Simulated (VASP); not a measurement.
A run of VASP 6.6.1 is set up as follows.

The input INCAR:

```
SYSTEM = BeTe
ALGO = Normal
EDIFF = 1E-6
ENCUT = 600
GGA = PE
GGA_COMPAT = .False.
ISIF = 2
ISMEAR = 0
LASPH = .True.
LCHARG = .True.
LELF = .True.
LREAL = .False.
LVHAR = .True.
LWAVE = .False.
NBANDS = 11
NELM = 120
PREC = Accurate
SIGMA = 0.2
```

File KPOINTS:

```
k-points
0
Gamma
  6 6 6
  0 0 0
```

File POSCAR:

```
BeTe
1.0
    1.8849998359      1.0883051644      3.1132174516
   -1.8849998359      1.0883051644      3.1132174516
    0.0000000000     -2.1766103236      3.1132174534
Be Te
1 1
Direct
    0.5000000000      0.5000000000      0.5000000000
    0.0000000000      0.0000000000      0.0000000000
```

Potentials or basis: VASP PAW PBE potentials, release 64 (Be, Te).

Command:

```console
$ cat potpaw_PBE.64/Be/POTCAR potpaw_PBE.64/Te/POTCAR > POTCAR
$ mpirun -np 1 vasp_std > vasp.out
```

Problem. Estimate the pressure.

Solution. 0.3 GPa.

Problem. What does it give for the band gap on the k mesh?

Solution. Zero (band 4 reaches 7.64 eV, above the bottom of band 5 at 6.38 eV).

Stress tensor (GPa, compression positive):
```
 0.76  0.00  0.00
 0.00  0.76  0.00
 0.00  0.00 -0.49
```

Caveat: spin-orbit coupling is left out, which moves the levels of the heavy elements.
